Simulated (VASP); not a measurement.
Write the native input for VASP 6.6.1 that does the following.

| Property | Result |
| --- | --- |
| Task | single point |
| Functional | PBE |
| Potentials or basis | VASP PAW PBE potentials, release 64 (Si, N) |
| Cutoff | 520 eV |
| k mesh | 9 × 9 × 1 |
| Occupations | gaussian, width 0.05 eV |
| Spin | collinear spin, ferromagnetic start |
| Starting moments | [0.0, 0.0, 0.0, 0.0, 0.0, 0.0, 3.0] μB |
| Dipole correction | yes |
| Further INCAR settings | ALGO = Normal; EDIFF = 1e-07; NBANDS = 28 |

The structure of Si6N lies in POSCAR:

```
Si6N
1.0
    3.8512806261      0.0000000000      0.0000000000
   -1.9256403131      3.3353068593      0.0000000000
    0.0000000000      0.0000000000     22.5327139716
Si N
6 1
Direct
    0.6666666667      0.3333333333      0.1775196723
    0.3333333333      0.6666666667      0.2130730340
    0.3333333333      0.6666666667      0.3187592658
    0.6666666667      0.3333333333      0.3526875901
    0.6666666667      0.3333333333      0.4598337302
    0.3333333333      0.6666666667      0.4896309422
    0.5000000000      1.3333333333      0.5290398693
```

One way to write it, as run:

INCAR

```
  PREC = Accurate
  ENCUT = 520
  EDIFF = 1E-7
  ISMEAR = 0
  SIGMA = 0.05
  LREAL = F
  LASPH = T
  NELM = 150
  ALGO = Normal
  ISIF = 2
  LWAVE = F
  LCHARG = T
  ISPIN = 2
  MAGMOM = 0 0 0 0 0 0 3
  LORBIT = 11
  LDIPOL = T
  IDIPOL = 3
  DIPOL = 0.5 0.5 0.363
  GGA = PE
  LELF = T
  LVHAR = T
  LVACPOTAV = T
  NBANDS = 28
```

KPOINTS

```
regular mesh
0
Gamma
  9 9 1
```

Potentials or basis: VASP PAW PBE potentials, release 64 (Si, N).

The run is started by

```bash
$ cat potpaw_PBE.64/Si/POTCAR potpaw_PBE.64/N/POTCAR > POTCAR
$ mpirun -np 1 vasp_std > vasp.out
```

Results of the run:

| Item | Value |
| --- | --- |
| Largest force | 3.648 eV/Å |
| Band gap on the k mesh | zero (filled and empty bands overlap) |
| Net moment | -0.96 μB per cell |
| Site moments | Si -0.21, -0.02, -0.05, -0.01 (each value once); N -0.04 μB |
| Valence electrons inside the program's atomic spheres | Si 1.64, 1.67, 1.68, 1.72, 1.61 (each value once); N 3.63 |

Caveat: a moment this small can come from the mesh or the smearing.

It took 47 min on 1 thread of Oxide Virtual Turin-like Processor (shared host), peak memory 0.76 GiB.
